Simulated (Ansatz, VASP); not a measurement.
# LaBiS2O in VASP and in Ansatz

Contents of INCAR:

```
  ALGO = Normal
  EDIFF = 1E-6
  ENCUT = 600
  GGA_COMPAT = F
  ISIF = 2
  ISMEAR = -1
  LASPH = T
  LCHARG = F
  LMAXMIX = 6
  LREAL = F
  LWAVE = F
  NBANDS = 55
  NELM = 200
  PREC = Accurate
  SIGMA = 0.02
```

Contents of KPOINTS:

```
k-points
0
Gamma
  6 6 2
```

File POSCAR:

```
LaBiS2O
1.0
    4.0554970000      0.0000000000      0.0000000000
    0.0000000000      4.0554970000      0.0000000000
    0.0000000000      0.0000000000     14.1732650000
La Bi S O
2 2 4 2
Direct
    0.5000000000      0.0000000000      0.5877420002
    0.0000000000      0.5000000000      0.4122579998
    0.0000000000      0.5000000000      0.8677750003
    0.5000000000      0.0000000000      0.1322249997
    0.5000000000      0.0000000000      0.8900200003
    0.0000000000      0.5000000000      0.1099799997
    0.0000000000      0.5000000000      0.6902010003
    0.5000000000      0.0000000000      0.3097989997
    0.0000000000      0.0000000000      0.5000000000
    0.5000000000      0.5000000000      0.5000000000
```

Input for Ansatz:

```yaml
crystal:
  lattice:
    - [4.055497, 0.0, 0.0]
    - [0.0, 4.055497, 0.0]
    - [0.0, 0.0, 14.173265]
  atoms:
    - { symbol: La, position: [0.5, 0.0, 0.5877420001672161] }
    - { symbol: La, position: [0.0, 0.5, 0.4122579998327838] }
    - { symbol: Bi, position: [0.0, 0.5, 0.8677750003263186] }
    - { symbol: Bi, position: [0.5, 0.0, 0.1322249996736814] }
    - { symbol: S, position: [0.5, 0.0, 0.8900200003316102] }
    - { symbol: S, position: [0.0, 0.5, 0.10997999966838976] }
    - { symbol: S, position: [0.0, 0.5, 0.6902010002635243] }
    - { symbol: S, position: [0.5, 0.0, 0.3097989997364757] }
    - { symbol: O, position: [0.0, 0.0, 0.5] }
    - { symbol: O, position: [0.5, 0.5, 0.5] }
kpoints:
  mp_grid:
    grid: [6, 6, 2]
    shift: [0.0, 0.0, 0.0]
hamiltonian:
  xc: lda
scf:
  n_extra_bands: 26
  occupations:
    method: fermi_dirac
    width: 0.02
output:
  dos:
    de: 0.05
    projected: true
```

Alike in both runs: task single point; functional LDA; k mesh 6 × 6 × 2; occupations fermi-dirac, width 0.02 eV; no spin polarisation.

|  | VASP | Ansatz |
| --- | --- | --- |
| version | VASP 6.6.1 | Ansatz 0.2.0 |
| potentials or method | VASP PAW LDA potentials, release 64 (La, Bi_d, S, O) | plane waves, PAW |
| plane-wave cutoff (eV) | 600 | 420 |
| valence electrons in the cell | 88 | 88 |

Ansatz gave:

* gap on the k mesh at the Fermi level (eV): 0.83

What did VASP give for the same quantities?

gap on the k mesh at the Fermi level (eV): 0.82.

LDA's correlation is that of Perdew and Zunger in VASP and of Perdew and Wang (1992) in Ansatz.

Neither program's run includes spin-orbit coupling.
